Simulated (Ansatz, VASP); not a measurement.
# Hf: VASP beside Ansatz

```xyz
1
Lattice="-1.8592 1.8050 1.8050 1.8050 -1.8592 1.8050 1.8050 1.8050 -1.8592" Properties=species:S:1:pos:R:3 pbc="T T T"
Hf    0.0000    0.0000    0.0000
```

Change from the starting cell: equal xy, yz and zx shear strains of -3 %, PAW files.

Alike in both runs: task electric field gradients; functional PBEsol; k mesh 14 × 14 × 14; occupations fermi-dirac, width 0.05 eV; no spin polarisation.

|  | VASP | Ansatz |
| --- | --- | --- |
| version | VASP 6.6.1 | Ansatz 0.2.0 |
| potentials or method | VASP PAW PBE potentials, release 64 (Hf_pv) | PAW with Ansatz's default frozen-core files, scalar-relativistic |
| plane-wave cutoff (eV) | 520 | 420 |
| valence electrons in the cell | 10 | 26 |

Ansatz gave:

```
pressure (GPa)                                                : -9.0
traceless stress, the component that is largest in VASP (GPa) : 1.24
size of Vzz on the site where it differs most (V/Å²)          : 74.6
```

Q: Which values does VASP return?

A: Pressure (GPa): -9.3; traceless stress, the component that is largest in VASP (GPa): 1.23; size of Vzz on the site where it differs most (V/Å²): 71.5.

VASP's potentials were made for PBE, not for PBEsol. The functional is the same, so the differences come from potentials, cutoffs and numerics. VASP's potentials hold 10 valence electrons a cell and Ansatz's 26, so a difference there can come from the potentials and not from the codes.

Neither program's run includes spin-orbit coupling.
